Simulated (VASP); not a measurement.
# Al in VASP: further runs, part 2 of 2

VASP 6.6.1. The steps go on from the part before.

### 5 Single point, PBEsol

This run uses another cell than the first one, of 15.90 Å³/atom, 1.020 times its volume.

INCAR

```
PREC = Accurate
ENCUT = 520
EDIFF = 1E-6
ISMEAR = -1
SIGMA = 0.05
LREAL = F
LASPH = T
NELM = 100
ALGO = Fast
ISIF = 2
LWAVE = F
LCHARG = F
GGA = PS
NBANDS = 14
```

KPOINTS

```
Automatic mesh
0
Gamma
  11 11 3
```

POSCAR

```
Al
1.0
    2.8270770242      0.0000000000      0.0000000000
   -1.4135385121      2.4483205214      0.0000000000
    0.0000000000      0.0000000000      9.1859930700
Al
4
Direct
    0.6666666667      0.3333333333      0.7500000000
    0.0000000000      0.0000000000      0.5000000000
    0.3333333333      0.6666666667      0.2500000000
    0.0000000000      0.0000000000      0.0000000000
```

Potentials or basis: VASP PAW PBE potentials, release 64 (Al).

The run is started by

```sh
$ cat potpaw_PBE.64/Al/POTCAR > POTCAR
$ mpirun -np 1 vasp_std > vasp.out
```

OUTCAR:

```text
PREC = Accurate
   ENCUT = 520
   EDIFF = 1E-6
   ISMEAR = -1
   LREAL = F
   LASPH = T
   NELM = 100
   ISIF = 2
   GGA = PS

 ion  position               nearest neighbor table
   1  0.667  0.333  0.750-   2 2.82   4 2.82   2 2.82   4 2.82   2 2.82   4 2.82
   2  0.000  0.000  0.500-   1 2.82   3 2.82   3 2.82   1 2.82   1 2.82   3 2.82
   3  0.333  0.667  0.250-   2 2.82   4 2.82   2 2.82   4 2.82   2 2.82   4 2.82
   4  0.000  0.000  0.000-   1 2.82   3 2.82   3 2.82   1 2.82   1 2.82   3 2.82

  LATTYP: Found a hexagonal cell.
 ALAT       =     2.8270770242
 C/A-ratio  =     3.2492899880

  Lattice vectors:

 A1 = (   2.8270770242,   0.0000000000,   0.0000000000)
 A2 = (  -1.4135385121,   2.4483205214,   0.0000000000)
 A3 = (   0.0000000000,   0.0000000000,   9.1859930700)

Analysis of symmetry for initial positions (statically):
=====================================================================
 Subroutine PRICEL returns:
 Original cell was already a primitive cell.

 Routine SETGRP: Setting up the symmetry group for a
 hexagonal supercell.

 Subroutine GETGRP returns: Found 24 space group operations
 (whereof 12 operations were pure point group operations)
 out of a pool of 24 trial point group operations.

The static configuration has the point symmetry D_3d.
 The point group associated with its full space group is D_6h.

Analysis of symmetry for dynamics (positions and initial velocities):
=====================================================================
 Subroutine PRICEL returns:
 Original cell was already a primitive cell.

 Routine SETGRP: Setting up the symmetry group for a
 hexagonal supercell.

 Subroutine GETGRP returns: Found 24 space group operations
 (whereof 12 operations were pure point group operations)
 out of a pool of 24 trial point group operations.

The dynamic configuration has the point symmetry D_3d.
 The point group associated with its full space group is D_6h.

 Subroutine INISYM returns: Found 24 space group operations
 (whereof 12 operations are pure point group operations),
 and found     1 'primitive' translations

----------------------------------------------------------------------------------------

                                     Primitive cell

  volume of cell :      63.5817

  direct lattice vectors                    reciprocal lattice vectors
     2.827077024  0.000000000  0.000000000     0.353722234  0.204221627  0.000000000
    -1.413538512  2.448320521  0.000000000     0.000000000  0.408443254  0.000000000
     0.000000000  0.000000000  9.185993070     0.000000000  0.000000000  0.108861393

  length of vectors
     2.827077024  2.827077024  9.185993070     0.408443254  0.408443254  0.108861393

  position of ions in fractional coordinates (direct lattice)
     0.666666667  0.333333333  0.750000000
     0.000000000  0.000000000  0.500000000
     0.333333333  0.666666667  0.250000000
     0.000000000  0.000000000  0.000000000

  ion indices of the primitive-cell ions
   primitive index   ion index
                 1           1
                 2           2
                 3           3
                 4           4

----------------------------------------------------------------------------------------
[... 50 lines left out ...]
  0.181818  0.090909  0.333333     24.000000
 [... further k-points ...]
   k-points           NKPTS =     32   k-points in BZ     NKDIM =     32   number of bands    NBANDS=     14
   number of dos      NEDOS =    301   number of ions     NIONS =      4
   total plane-waves  NPLWV =  40320
   dimension x,y,z NGX =    24 NGY =   24 NGZ =   70
   dimension x,y,z NGXF=    48 NGYF=   48 NGZF=  140
   ions per type =               4
   NGX,Y,Z   is equivalent  to a cutoff of  14.11, 14.11, 12.67 a.u.
   NGXF,Y,Z  is equivalent  to a cutoff of  28.23, 28.23, 25.34 a.u.
 SYSTEM =  unknown system
   PREC   = accura    normal or accurate (medium, high low for compatibility)
   ISTART =      0    job   : 0-new  1-cont  2-samecut
   ICHARG =      2    charge: 1-file 2-atom 10-const
   ISPIN  =      1    spin polarized calculation?
   LNONCOLLINEAR =      F non collinear calculations
   LSORBIT =      F    spin-orbit coupling
   LASPH  =      T    aspherical Exc in radial PAW
   ENCUT  =  520.0 eV  38.22 Ry    6.18 a.u.   5.26  5.26 17.08*2*pi/ulx,y,z
   NELM   =    100;   NELMIN=  2; NELMDL= -5     # of ELM steps
   EDIFF  = 0.1E-05   stopping-criterion for ELM
   LREAL  =      F    real-space projection
   EDIFFG = 0.1E-04   stopping-criterion for IOM
   NSW    =      0    number of steps for IOM
   IBRION =     -1    ionic relax: 0-MD 1-quasi-New 2-CG
   NFREE  =      0    steps in history (QN), initial steepest desc. (CG)
   ISIF   =      2    stress and relaxation
   ISYM   =      2    0-nonsym 1-usesym 2-fastsym
   POTIM  = 0.5000    time-step for ionic-motion
   TEBEG  =    0.0;   TEEND  =   0.0 temperature during run
   PSTRESS=    0.0 pullay stress
   NELECT =      12.0000    total number of electrons
   NUPDOWN=      -1.0000    fix difference up-down
   EMIN   =  10.00;   EMAX   =-10.00  energy-range for DOS
   EFERMI =   0.00;   METHOD = LEGACY
   ISMEAR =    -1;   SIGMA  =   0.05  broadening in eV -4-tet -1-fermi 0-gaus
   EFERMI_NEDOS =   21; number of points for ismear=-14 and -15
   IALGO  =     68    algorithm
   IMIX   =      4    mixing-type and parameters
     AMIX     =   0.40;   BMIX     =  1.00
     AMIX_MAG =   1.60;   BMIX_MAG =  1.00
  volume/ion in A,a.u.               =      15.90       107.27
  Fermi-wavevector in a.u.,A,eV,Ry     =   0.939055  1.774557 11.997959  0.881825
  Thomas-Fermi vector in A             =   2.066329
   LORBIT       =      0    0 simple, 1 ext, 2 COOP (PROOUT), +10 PAW based schemes
   GGA     = PS    functional components
   LHFCALC =     F    Hartree Fock is set to
   AEXX    =    0.0000 exact exchange contribution
   IVDW    =     0    specifies the selected vdW correction
   LEPSILON=     F    determine dielectric tensor
   LRPA    =     F    only Hartree local field effects (RPA)
 non-spin polarized calculation
 RMM-DIIS sequential band-by-band and
  energy-cutoff  :      520.00
  volume of cell :       63.58
 maximum number of plane-waves:      1723
 NGX is ok and might be reduce to    24

 number of electron      12.0000000 magnetization

 Free energy of the ion-electron system (eV)
  ---------------------------------------------------
  ext. energy  EPLUGINS =         0.00000000
  ---------------------------------------------------
  free energy    TOTEN  =       -16.34966830 eV

  energy without entropy =      -16.33635097  energy(sigma->0) =      -16.34300964

 E-fermi :   8.3516     XC(G=0): -10.3941

 val. band max:        8.3416525270   @ k =   0.3636   0.0000   0.0000
 cond. band min:       8.3638619171   @ k =   0.2727   0.2727   0.0000
 fundamental gap:      0.0222093901
 Fermi energy:         8.3516416671

 k-point     1 :       0.0000    0.0000    0.0000
  band No.  band energies     occupation
      1      -3.0473      2.00000
      2      -1.3050      2.00000
      3      -1.3044      2.00000
      4       3.6294      2.00000
      5       3.9797      2.00000
      6      11.9468      0.00000
      7      11.9600      0.00000
      8      19.2015      0.00000
      9      19.2015      0.00000
     10      19.3601      0.00000
     11      19.3601      0.00000
     12      20.3225      0.00000
     13      20.3276      0.00000
     14      20.4951      0.00000
[... 377 lines left out ...]
      1      -1.4342      2.00000
      2      -0.8578      2.00000
      3       1.4224      2.00000
      4       3.1041      2.00000
      5       7.4967      2.00000
      6      10.0529      0.00000
      7      11.5498      0.00000
      8      12.0459      0.00000
      9      13.4752      0.00000
     10      13.6874      0.00000
     11      14.4356      0.00000
     12      15.5663      0.00000
     13      16.0406      0.00000
     14      16.9283      0.00000

 [... further k-points ...]
[... 5 lines left out ...]
  --------------------------------------------------------------------------------------
  -------------------------------------------------------------------------------------
  Total        0.5377783      0.5377783      1.3291518      0.0000000      0.0000000      0.0000000
  in kB       13.5513265     13.5513265     33.4929287      0.0000000      0.0000000      0.0000000
  external PRESSURE =      20.1985272 kB  Pullay stress =       0.0000000 kB

 VOLUME and BASIS-vectors are now :
 -----------------------------------------------------------------------------
  energy-cutoff  :      520.00
  volume of cell :       63.58
      direct lattice vectors                 reciprocal lattice vectors
     2.827077024  0.000000000  0.000000000     0.353722234  0.204221627  0.000000000
    -1.413538512  2.448320521  0.000000000     0.000000000  0.408443254  0.000000000
     0.000000000  0.000000000  9.185993070     0.000000000  0.000000000  0.108861393

 POSITION                                       TOTAL-FORCE (eV/Angst)
 -----------------------------------------------------------------------------------
      1.41354      0.81611      6.88949         0.000000      0.000000     -0.000000
      0.00000      0.00000      4.59300        -0.000000      0.000000      0.000000
     -0.00000      1.63221      2.29650         0.000000      0.000000      0.000000
      0.00000      0.00000      0.00000        -0.000000      0.000000      0.000000
 -----------------------------------------------------------------------------------
    total drift:                               -0.000000      0.000000      0.000000

  FREE ENERGIE OF THE ION-ELECTRON SYSTEM (eV)
  ---------------------------------------------------
  free  energy   TOTEN  =       -16.3496683002 eV

  energy  without entropy=      -16.3363509738  energy(sigma->0) =      -16.34300964
```

OSZICAR:

```text
N       E                     dE             d eps       ncg     rms          rms(c)
DAV:   1     0.462042982192E+01    0.46204E+01   -0.40369E+03   896   0.655E+02
DAV:   2    -0.158156813128E+02   -0.20436E+02   -0.19014E+02  1164   0.912E+01
DAV:   3    -0.164633166037E+02   -0.64764E+00   -0.64205E+00  1220   0.130E+01
DAV:   4    -0.164675434081E+02   -0.42268E-02   -0.42263E-02  1088   0.134E+00
DAV:   5    -0.164675932587E+02   -0.49851E-04   -0.49849E-04  1200   0.146E-01    0.290E+00
RMM:   6    -0.163970071519E+02    0.70586E-01   -0.71684E-03   907   0.433E-01    0.167E+00
RMM:   7    -0.163501178040E+02    0.46889E-01   -0.17847E-02   940   0.672E-01    0.206E-01
RMM:   8    -0.163496564541E+02    0.46135E-03   -0.10232E-03   968   0.199E-01    0.247E-02
RMM:   9    -0.163496730899E+02   -0.16636E-04   -0.18595E-04  1055   0.949E-02    0.469E-02
RMM:  10    -0.163496759242E+02   -0.28343E-05   -0.16645E-05  1066   0.272E-02    0.141E-01
RMM:  11    -0.163496703774E+02    0.55468E-05   -0.41542E-06  1015   0.119E-02    0.613E-02
RMM:  12    -0.163496687301E+02    0.16473E-05   -0.87682E-07   746   0.684E-03    0.217E-02
RMM:  13    -0.163496683002E+02    0.42993E-06   -0.27066E-07   583   0.364E-03
   1 F= -.16349668E+02 E0= -.16343010E+02  d E =-.133173E-01
```

stdout:

```text
POSCAR found type information on POSCAR Al
 POSCAR found :  1 types and       4 ions
 scaLAPACK will be used
 -----------------------------------------------------------------------------
|                                                                             |
|                                                                             |
|     You enforced a specific xc type in the INCAR file but a different       |
|     I HOPE YOU KNOW WHAT YOU ARE DOING!                                     |
|                                                                             |
 -----------------------------------------------------------------------------

 LDA part: xc-table for (Slater+PW92), standard interpolation
 POSCAR, INCAR and KPOINTS ok, starting setup
 FFT: planning ... GRIDC
 FFT: planning ... GRID_SOFT
 FFT: planning ... GRID
 WAVECAR not read
 entering main loop
```

Run time: 18 s. Hardware: 1 thread of Intel Xeon 6975P-C, shared host; peak memory 0.18 GiB.

Results:

- Free energy: -16.3497 eV
- Pressure: 2.0 GPa
- Band gap on the k mesh: zero (band 6 reaches 12.35 eV, above the bottom of band 7 at 6.41 eV)

Levels at points of the mesh, in eV from the Fermi level:
```
           k point  band 4  band 5  band 6  band 7  band 8  band 9
(0.00, 0.00, 0.00)   -4.72   -4.37    3.60    3.61   10.85   10.85
```

Caveat: the PAW data sets were made with another functional, which shifts forces and pressure a little.

### 6 Single point, PBEsol

This run uses another cell than the first one, of 15.26 Å³/atom, 0.980 times its volume.

INCAR

```
SYSTEM = Al
ALGO = Normal
EDIFF = 1E-6
ENCUT = 520
GGA = PS
ISIF = 2
ISMEAR = -1
LASPH = .True.
LCHARG = .False.
LREAL = .False.
LWAVE = .False.
NBANDS = 14
NELM = 100
PREC = Accurate
SIGMA = 0.05
```

KPOINTS

```
k-points
0
Gamma
  9 9 3
  0 0 0
```

POSCAR, as its differences from that of step 5:

```diff
@@ -4,3 +4,3 @@
    -1.4135385121      2.4483205214      0.0000000000
-    0.0000000000      0.0000000000      9.1859930700
+    0.0000000000      0.0000000000      8.8185533472
 Al
```

Potentials or basis: VASP PAW PBE potentials, release 64 (Al).

The run is started by

```sh
$ cat potpaw_PBE.64/Al/POTCAR > POTCAR
$ mpirun -np 1 vasp_std > vasp.out
```

It took 12 s on 1 thread of Intel Xeon Platinum 8375C at 2.90GHz (Ice Lake), shared host; peak memory 0.18 GiB.

Results (log left out):

| Property | Result |
| --- | --- |
| Free energy | -16.2040 eV |
| Pressure | 6.0 GPa |
| Band gap on the k mesh | zero (band 6 reaches 13.45 eV, above the bottom of band 7 at 7.29 eV) |

Stress tensor (GPa, compression positive):
```
4.83 0.00 0.00
0.00 4.83 0.00
0.00 0.00 8.41
```

Levels at points of the mesh, in eV from the Fermi level:
```csv
k point,band 4,band 5,band 6,band 7,band 8,band 9
"(0.00, 0.00, 0.00)",-4.50,-3.78,4.62,4.64,10.64,10.64
```

Caveat: the PAW data sets were made with another functional, which shifts forces and pressure a little.

### 7 Overview

| cell | k mesh | gap on the mesh (eV) | pressure (GPa) |
| --- | --- | --- | --- |
| a = 2.808, b = 2.808, c = 9.124 Å, angles 90.0, 90.0, 120.0°, 4 atoms | 11 × 11 × 3 | none | 3.9 |
| a = 2.846, b = 2.846, c = 9.247 Å, angles 90.0, 90.0, 120.0°, 4 atoms | 11 × 11 × 3 | none | 0.3 |
| a = 2.827, b = 2.827, c = 9.186 Å, angles 90.0, 90.0, 120.0°, 4 atoms | 11 × 11 × 3 | none | 2.0 |
| a = 2.827, b = 2.827, c = 8.819 Å, angles 90.0, 90.0, 120.0°, 4 atoms | 9 × 9 × 3 | none | 6.0 |

Some of these runs hold the atoms at other places in the same cell, which the table doesn't show; runs alike in all that it shows share one row.

Alike in all rows: task single point; level PBEsol; potentials or basis VASP PAW PBE potentials, release 64 (Al); no spin polarisation; cutoff (eV) 520; smearing fermi-dirac 0.05 eV.

Caveats: the PAW data sets were made with another functional, which shifts forces and pressure a little.

Total energies depend on the potentials used, so only differences within one code and one set of settings carry meaning.
